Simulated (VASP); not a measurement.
# Te3Pd (Pm-3n) in VASP: single point with PBE

Aim: the single point of Te3Pd with PBE.

Program: VASP 6.6.1. These are calculated values, not measurements. Logs are shortened: lines on timing, memory, paths and dates and some standing lists are left out, and cuts for length are marked.

### Step 1. The cell of the first run

Symmetry: Pm-3n, No. 223, cubic system. Conventional cell: a = 5.897 Å, b = 5.897 Å, c = 5.897 Å, α = 90.00°, β = 90.00°, γ = 90.00°. Te (site symmetry -4m2) has 10 Te at 2.95 to 3.61 Å and 4 Pd at 3.30 Å within 3.9 Å. Within 4.3 Å of Pd (site symmetry m-3) lie 12 Te at 3.30 Å.

The cell was generated, and may not be a known phase.

### Step 2. Single point, PBE, collinear spin

File INCAR:

```
SYSTEM = Te3Pd
  PREC = Accurate
  ENCUT = 500
  EDIFF = 1E-6
  ISMEAR = 0
  SIGMA = 0.1
  LREAL = .False.
  LASPH = .True.
  NELM = 200
  ALGO = Normal
  ISIF = 2
  LWAVE = .False.
  LCHARG = .False.
  ISPIN = 2
  MAGMOM = 0 0 0 0 0 0 1 1
  LORBIT = 11
  LMAXMIX = 4
  GGA = PE
  NBANDS = 42
  GGA_COMPAT = .False.
```

File KPOINTS:

```
regular mesh
0
Gamma
  4 4 4
  0 0 0
```

File POSCAR:

```
Te3Pd
1.0
    5.8974931726      0.0000000000      0.0000000000
    0.0000000000      5.8974931726      0.0000000000
    0.0000000000      0.0000000000      5.8974931726
Te Pd
6 2
Direct
    0.2500000000      0.0000000000      0.5000000000
    0.7500000000      0.0000000000      0.5000000000
    0.5000000000      0.2500000000      0.0000000000
    0.5000000000      0.7500000000      0.0000000000
    0.0000000000      0.5000000000      0.2500000000
    0.0000000000      0.5000000000      0.7500000000
    0.0000000000      0.0000000000      0.0000000000
    0.5000000000      0.5000000000      0.5000000000
```

Potentials or basis: VASP PAW PBE potentials, release 64 (Te, Pd).

Launch:

```bash
cat potpaw_PBE.64/Te/POTCAR potpaw_PBE.64/Pd/POTCAR > POTCAR
mpirun -np 1 vasp_std > vasp.out
```

OUTCAR:

```text
SYSTEM = Te3Pd
   PREC = Accurate
   ENCUT = 500
   EDIFF = 1E-6
   ISMEAR = 0
   LREAL = .False.
   LASPH = .True.
   NELM = 200
   ISIF = 2
   ISPIN = 2
   LORBIT = 11
   GGA = PE

 ion  position               nearest neighbor table
   1  0.250  0.000  0.500-   2 2.95   2 2.95   8 3.30   7 3.30   8 3.30   7 3.30   5 3.61   6 3.61
                             6 3.61   5 3.61   4 3.61   3 3.61   4 3.61   3 3.61
   2  0.750  0.000  0.500-   1 2.95   1 2.95   8 3.30   7 3.30   8 3.30   7 3.30   5 3.61   6 3.61
                             6 3.61   5 3.61   4 3.61   3 3.61   4 3.61   3 3.61
   3  0.500  0.250  0.000-   4 2.95   4 2.95   8 3.30   8 3.30   7 3.30   7 3.30   6 3.61   5 3.61
                             6 3.61   5 3.61   1 3.61   1 3.61   2 3.61   2 3.61
   4  0.500  0.750  0.000-   3 2.95   3 2.95   8 3.30   8 3.30   7 3.30   7 3.30   6 3.61   5 3.61
                             6 3.61   5 3.61   1 3.61   1 3.61   2 3.61   2 3.61
   5  0.000  0.500  0.250-   6 2.95   6 2.95   8 3.30   7 3.30   7 3.30   8 3.30   3 3.61   4 3.61
                             1 3.61   2 3.61   1 3.61   3 3.61   4 3.61   2 3.61
   6  0.000  0.500  0.750-   5 2.95   5 2.95   8 3.30   7 3.30   7 3.30   8 3.30   3 3.61   4 3.61
                             1 3.61   2 3.61   1 3.61   3 3.61   4 3.61   2 3.61
   7  0.000  0.000  0.000-   1 3.30   2 3.30   3 3.30   4 3.30   5 3.30   6 3.30   1 3.30   2 3.30
                             5 3.30   6 3.30   3 3.30   4 3.30
   8  0.500  0.500  0.500-   1 3.30   2 3.30   3 3.30   4 3.30   5 3.30   6 3.30   3 3.30   4 3.30
                             1 3.30   2 3.30   5 3.30   6 3.30

  LATTYP: Found a simple cubic cell.
 ALAT       =     5.8974931726

  Lattice vectors:

 A1 = (   5.8974931726,   0.0000000000,   0.0000000000)
 A2 = (   0.0000000000,   5.8974931726,   0.0000000000)
 A3 = (   0.0000000000,   0.0000000000,   5.8974931726)

Analysis of symmetry for initial positions (statically):
=====================================================================
 Subroutine PRICEL returns:
 Original cell was already a primitive cell.

 Routine SETGRP: Setting up the symmetry group for a
 simple cubic supercell.

 Subroutine GETGRP returns: Found 48 space group operations
 (whereof 24 operations were pure point group operations)
 out of a pool of 48 trial point group operations.

The static configuration has the point symmetry T_h .
 The point group associated with its full space group is O_h .

Analysis of symmetry for dynamics (positions and initial velocities):
=====================================================================
 Subroutine PRICEL returns:
 Original cell was already a primitive cell.

 Routine SETGRP: Setting up the symmetry group for a
 simple cubic supercell.

 Subroutine GETGRP returns: Found 48 space group operations
 (whereof 24 operations were pure point group operations)
 out of a pool of 48 trial point group operations.

[... 167 lines left out ...]
 cond. band min:       8.0797243017   @ k =   0.5000   0.0000   0.0000
 fundamental gap:      0.0823788841
 Fermi energy:         8.0638378264

 spin component 1

 k-point     1 :       0.0000    0.0000    0.0000
  band No.  band energies     occupation
      1      -5.8825      1.00000
      2      -3.9775      1.00000
      3      -3.9775      1.00000
      4      -1.8707      1.00000
      5      -1.8707      1.00000
      6      -1.8707      1.00000
[... 419 lines left out ...]
     39      12.6342      0.00000
     40      12.6342      0.00000
 Fermi energy:         8.0638378264

 spin component 2

 k-point     1 :       0.0000    0.0000    0.0000
  band No.  band energies     occupation
      1      -5.8824      1.00000
      2      -3.9774      1.00000
      3      -3.9774      1.00000
      4      -1.8707      1.00000
      5      -1.8707      1.00000
      6      -1.8707      1.00000
[... 419 lines left out ...]
     39      12.6346      0.00000
     40      12.6346      0.00000
 [bands above 40 left out]

------------------------ aborting loop because EDIFF is reached ----------------------------------------

  FORCE on cell =-STRESS in cart. coord.  units (eV):
  Direction    XX          YY          ZZ          XY          YZ          ZX
  --------------------------------------------------------------------------------------
  -------------------------------------------------------------------------------------
  Total       -0.2217447     -0.2217447     -0.2217447      0.0000000      0.0000000     -0.0000000
  in kB       -1.7320540     -1.7320540     -1.7320540      0.0000000      0.0000000     -0.0000000
  external PRESSURE =      -1.7320540 kB  Pullay stress =       0.0000000 kB

 VOLUME and BASIS-vectors are now :
 -----------------------------------------------------------------------------
  energy-cutoff  :      500.00
  volume of cell :      205.12
      direct lattice vectors                 reciprocal lattice vectors
     5.897493173  0.000000000  0.000000000     0.169563571  0.000000000  0.000000000
     0.000000000  5.897493173  0.000000000     0.000000000  0.169563571  0.000000000
     0.000000000  0.000000000  5.897493173     0.000000000  0.000000000  0.169563571

 POSITION                                       TOTAL-FORCE (eV/Angst)
 -----------------------------------------------------------------------------------
      1.47437      0.00000      2.94875        -0.000000     -0.000000     -0.000000
      4.42312      0.00000      2.94875         0.000000      0.000000      0.000000
      2.94875      1.47437      0.00000        -0.000000      0.000000      0.000000
      2.94875      4.42312      0.00000         0.000000      0.000000     -0.000000
      0.00000      2.94875      1.47437         0.000000      0.000000      0.000000
      0.00000      2.94875      4.42312        -0.000000     -0.000000     -0.000000
      0.00000      0.00000      0.00000        -0.000000      0.000000      0.000000
      2.94875      2.94875      2.94875        -0.000000      0.000000      0.000000
 -----------------------------------------------------------------------------------
    total drift:                                0.000000     -0.000000     -0.000000

  FREE ENERGIE OF THE ION-ELECTRON SYSTEM (eV)
  ---------------------------------------------------
  free  energy   TOTEN  =       -25.9967121821 eV

  energy  without entropy=      -25.9629334766  energy(sigma->0) =      -25.97982283

 total charge

# of ion       s       p       d       tot
------------------------------------------
    1        1.449   1.743   0.058   3.250
    2        1.449   1.743   0.058   3.250
    3        1.449   1.743   0.058   3.250
    4        1.449   1.743   0.058   3.250
    5        1.449   1.743   0.058   3.250
    6        1.449   1.743   0.058   3.250
    7        0.248   0.192   8.638   9.077
    8        0.248   0.192   8.638   9.077
--------------------------------------------------
tot          9.190  10.841  17.624  37.656

 magnetization (x)

# of ion       s       p       d       tot
------------------------------------------
    1       -0.000  -0.000   0.000  -0.000
    2       -0.000  -0.000   0.000  -0.000
    3       -0.000  -0.000   0.000  -0.000
    4       -0.000  -0.000   0.000  -0.000
    5       -0.000  -0.000   0.000  -0.000
    6       -0.000  -0.000   0.000  -0.000
    7       -0.000   0.000   0.000   0.000
    8       -0.000   0.000   0.000   0.000
--------------------------------------------------
tot         -0.000   0.000   0.000  -0.000
```

OSZICAR:

```text
N       E                     dE             d eps       ncg     rms          rms(c)
DAV:   1     0.272183075017E+03    0.27218E+03   -0.21705E+04  1680   0.109E+03
DAV:   2    -0.737609600151E+01   -0.27956E+03   -0.26578E+03  1994   0.205E+02
DAV:   3    -0.256759402221E+02   -0.18300E+02   -0.17853E+02  1956   0.496E+01
DAV:   4    -0.260057644864E+02   -0.32982E+00   -0.32922E+00  1890   0.740E+00
DAV:   5    -0.260134197298E+02   -0.76552E-02   -0.76550E-02  1868   0.119E+00    0.208E+01
DAV:   6    -0.261052223553E+02   -0.91803E-01   -0.11793E+00  1754   0.718E+00    0.120E+01
DAV:   7    -0.263642673418E+02   -0.25904E+00   -0.28076E+00  1704   0.103E+01    0.936E+00
DAV:   8    -0.259869678427E+02    0.37730E+00   -0.50296E-01  1706   0.585E+00    0.112E+00
DAV:   9    -0.259971316278E+02   -0.10164E-01   -0.13520E-01  1798   0.150E+00    0.145E+00
DAV:  10    -0.259973175277E+02   -0.18590E-03   -0.30621E-03  1896   0.252E-01    0.138E+00
DAV:  11    -0.259974183240E+02   -0.10080E-03   -0.68991E-05  1850   0.370E-02    0.168E+00
DAV:  12    -0.259967686439E+02    0.64968E-03   -0.32758E-03  1702   0.204E-01    0.337E-01
DAV:  13    -0.259967277626E+02    0.40881E-04   -0.31750E-04  1774   0.759E-02    0.350E-01
DAV:  14    -0.259967129770E+02    0.14786E-04   -0.43442E-05  1798   0.309E-02    0.150E-01
DAV:  15    -0.259967121821E+02    0.79495E-06   -0.71924E-06  1760   0.101E-02
   1 F= -.25996712E+02 E0= -.25979823E+02  d E =-.337787E-01  mag=     0.0007
```

stdout:

```text
POSCAR found type information on POSCAR TePd
 POSCAR found :  2 types and       8 ions
 scaLAPACK will be used
 LDA part: xc-table for (Slater+PW92), standard interpolation
 POSCAR, INCAR and KPOINTS ok, starting setup
 FFT: planning ... GRIDC
 FFT: planning ... GRID_SOFT
 FFT: planning ... GRID
 WAVECAR not read
 entering main loop
```

Wall time 5.8 min (1 thread of Oxide Virtual Turin-like, shared host); peak memory 0.41 GiB.

Results:

* Free energy: -25.9967 eV
* Pressure: -0.2 GPa
* Band gap on the k mesh: zero (filled and empty bands overlap)
* Net moment: 0.00 μB per cell
* Valence electrons inside the program's atomic spheres: Te 3.25; Pd 9.08

Caveat: spin-orbit coupling is left out, which moves the levels of the heavy elements.

The gap in the log of VASP goes by the Fermi energy; the results here count the filled bands.